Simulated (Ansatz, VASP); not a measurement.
# One calculation of Bi, two programs

Contents of INCAR:

```
SYSTEM = Bi
PREC = Accurate
ENCUT = 520
EDIFF = 1E-8
ISMEAR = -1
SIGMA = 0.05
LREAL = .FALSE.
LASPH = .TRUE.
NELM = 60
ALGO = Normal
ISIF = 2
LWAVE = .FALSE.
LCHARG = .FALSE.
GGA = CA
LEFG = .TRUE.
NBANDS = 22
```

Contents of KPOINTS:

```
Automatic mesh
0
G
  9 9 13
  0 0 0
```

POSCAR

```
Bi
1.0
    3.4885980000     -3.1325780000      0.0000000000
    3.4885980000      3.1325780000      0.0000000000
   -1.2602350000      0.0000000000      3.1135500000
Bi
2
Direct
    0.2469390000      0.2469390000      0.1426180000
    0.7530610000      0.7530610000      0.8573820000
```

Input for Ansatz:

```yaml
crystal:
  lattice:
    - [3.488598, -3.132578, 0.0]
    - [3.488598, 3.132578, 0.0]
    - [-1.260235, 0.0, 3.11355]
  atoms:
    - { symbol: Bi, position: [0.246939, 0.246939, 0.142618] }
    - { symbol: Bi, position: [0.753061, 0.753061, 0.857382] }
kpoints:
  mp_grid: { grid: [9, 9, 13] }
  band_path:
    path:
      - [0.0, 0.0, 0.0]
      - [-0.4846017247, 0.4846017247, 0.0]
      - [-0.5153982753, -0.4846017247, 0.0]
      - [-0.5, -0.5, 0.0]
      - [0.0, 0.0, 0.0]
      - [-0.5, -0.5, 0.5]
      - [-0.6982346966, -0.3017653034, 0.5]
      - [-0.3017653034, 0.3017653034, 0.5]
      - [0.0, 0.0, 0.5]
    npoints: 5
scf:
  occupations: { method: fermi_dirac, width: 0.05 }
hamiltonian:
  xc: lda
  pseudopotentials: { kind: paw }
output:
  forces: true
  stress: true
  eigenvalues: true
  efg: { contact_densities: true }
```

Alike in both runs: task electric field gradients; functional LDA; k mesh 9 × 9 × 13; occupations fermi-dirac, width 0.05 eV; no spin polarisation.

```csv
,VASP,Ansatz
version,VASP 6.6.1,Ansatz 0.2.0
potentials or method,"VASP PAW LDA potentials, release 64 (Bi_d)","PAW with Ansatz's default frozen-core files, scalar-relativistic"
plane-wave cutoff (eV),520,420
valence electrons in the cell,30,30
```

Ansatz gave:

| Quantity | Value |
| --- | --- |
| pressure (GPa) | -3.6 |
| traceless stress, the component that is largest in VASP (GPa) | 0.24 |
| rms of the force components (eV/Å) | 0.055 |
| size of Vzz on the site where it differs most (V/Å²) | 114.2 |

Question: Which values does VASP return?

Answer: Pressure (GPa): -3.6; traceless stress, the component that is largest in VASP (GPa): 0.23; rms of the force components (eV/Å): 0.051; size of Vzz on the site where it differs most (V/Å²): 107.8.

LDA's correlation is that of Perdew and Zunger in VASP and of Perdew and Wang (1992) in Ansatz. Atom by atom the forces differ by 0.004 eV/Å (rms over components).

Spin-orbit coupling is off throughout.
